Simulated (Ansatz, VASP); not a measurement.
## KCl in VASP and in Ansatz

INCAR

```
ALGO = Normal
EDIFF = 1E-6
ENCUT = 520
GGA = PS
ISIF = 2
ISMEAR = -1
LASPH = T
LCHARG = F
LREAL = F
LWAVE = F
NBANDS = 15
NELM = 60
PREC = Accurate
SIGMA = 0.05
```

KPOINTS

```
k-points
0
Gamma
  7 7 7
```

The input POSCAR:

```
KCl
1.0
    3.7608230702      0.0000000000      0.0000000000
    0.0000000000      3.7608230702      0.0000000000
    0.0000000000      0.0000000000      3.7608230702
K Cl
1 1
Direct
    0.0000000000      0.0000000000      0.0000000000
    0.5000000000      0.5000000000      0.5000000000
```

Contents of input.yaml:

```yaml
crystal:
  lattice:
    - [3.7608230702, 0.0, 0.0]
    - [0.0, 3.7608230702, 0.0]
    - [0.0, 0.0, 3.7608230702]
  atoms:
    - { symbol: K, position: [0.0, 0.0, 0.0] }
    - { symbol: Cl, position: [0.5, 0.5, 0.5] }
kpoints:
  mp_grid: { grid: [7, 7, 7] }
scf:
  occupations: { method: fermi_dirac, width: 0.05 }
hamiltonian:
  xc: pbesol
  pseudopotentials: { kind: all_electron, lapw: { basis_error: 0.001 } }
output:
  forces: true
  stress: true
  eigenvalues: true
```

Change from the starting cell: volume scaled by 0.94.

Alike in both runs: task single point; functional PBEsol; k mesh 7 × 7 × 7; occupations fermi-dirac, width 0.05 eV; no spin polarisation.

|  | VASP | Ansatz |
| --- | --- | --- |
| version | VASP 6.6.1 | Ansatz 0.2.0 |
| potentials or method | VASP PAW PBE potentials, release 64 (K_sv, Cl), cutoff 520 eV | all-electron LAPW, scalar-relativistic |

VASP gave:

| Property | Result |
| --- | --- |
| gap on the k mesh at the Fermi level (eV) | 4.90 |
| least direct gap on the mesh (eV) | 5.09 |
| pressure (GPa) | -0.3 |

Estimate Ansatz's values.

gap on the k mesh at the Fermi level (eV): 4.90; least direct gap on the mesh (eV): 5.10; pressure (GPa): -0.4.

VASP's potentials were made for PBE, not for PBEsol. Ansatz ran all-electron here, and VASP with PAW potentials.
